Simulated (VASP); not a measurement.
A run of VASP 6.6.1:

INCAR

```
SYSTEM = Se
  PREC = Accurate
  ENCUT = 520
  EDIFF = 1E-7
  ISMEAR = -1
  SIGMA = 0.1
  LREAL = .FALSE.
  LASPH = .TRUE.
  NELM = 80
  ALGO = Normal
  ISIF = 2
  LWAVE = .FALSE.
  LCHARG = .FALSE.
  GGA = RP
  NBANDS = 9
```

File KPOINTS:

```
regular mesh
0
G
  12 12 12
  0 0 0
```

File POSCAR:

```
Se
1.0
    2.3912690000      0.0000000000      0.0000000000
   -0.7080256539      2.2840462132      0.0000000000
   -0.7080256539     -0.9607424365      2.0721585544
Se
1
Direct
    0.0000000000      0.0000000000      0.0000000000
```

Potentials or basis: VASP PAW PBE potentials, release 64 (Se).

The run is started by

```console
$ cat potpaw_PBE.64/Se/POTCAR > POTCAR
$ mpirun -np 1 vasp_std > vasp.out
```

Hardware: 1 thread of AMD EPYC 7R43 64-Core Processor (Zen 3) (shared host).

Q: How long does it take, and how much memory?

A: Run time: 14 s on 1 thread of AMD EPYC 7R43 64-Core Processor (Zen 3), on a shared host, peak memory 0.1 GiB. Counts: scf iterations 11, k points 189.
